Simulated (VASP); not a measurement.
Set up this calculation in VASP 6.6.1, as the native input.

```
Task                   : single point
Functional             : PBE
Potentials or basis    : VASP PAW PBE potentials, release 64 (Sr_sv, Cl)
Cutoff                 : 520 eV
k mesh                 : 6 × 6 × 6
Occupations            : gaussian, width 0.05 eV
Spin                   : no spin polarisation
Dipole correction      : no
Further INCAR settings : ALGO = Normal; EDIFF = 1e-07; NBANDS = 19
```

The structure of SrCl2 lies in POSCAR:

```
SrCl2
1.0
    0.0000000000      3.4855000000      3.4855000000
    3.4855000000      0.0000000000      3.4855000000
    3.4855000000      3.4855000000      0.0000000000
Sr Cl
1 2
Direct
    0.0000000000      0.0000000000      0.0000000000
    0.2248959977      0.2751040023      0.2751040023
    0.7248959977      0.7751040023      0.7751040023
```

This cell differs from its parent crystal: all Cl atoms moved +0.175 Å, as atom 2 along Cartesian [1 0 0].

One way to write it, as run:

INCAR

```
SYSTEM = SrCl2
PREC = Accurate
ENCUT = 520
EDIFF = 1E-7
ISMEAR = 0
SIGMA = 0.05
LREAL = .False.
LASPH = .True.
NELM = 100
ALGO = Normal
ISIF = 2
LWAVE = .False.
LCHARG = .False.
GGA = PE
NBANDS = 19
```

KPOINTS

```
Automatic mesh
0
Gamma
  6 6 6
  0 0 0
```

Potentials or basis: VASP PAW PBE potentials, release 64 (Sr_sv, Cl).

Run with:

```sh
$ cat potpaw_PBE.64/Sr_sv/POTCAR potpaw_PBE.64/Cl/POTCAR > POTCAR
$ mpirun -np 1 vasp_std > vasp.out
```

Results of the run:

```yaml
Pressure: 1.5 GPa
Largest_force: 0.488 eV/Å
Band_gap_on_the_k_mesh: 5.32 eV (least direct gap 5.49 eV)
```

Caveat: the cell differs from its parent crystal (all Cl atoms moved +0.175 Å, as atom 2 along Cartesian [1 0 0]).

It took 51 s on 1 thread of AMD EPYC 7R13 Processor (Zen 3) (shared host), peak memory 0.21 GiB.
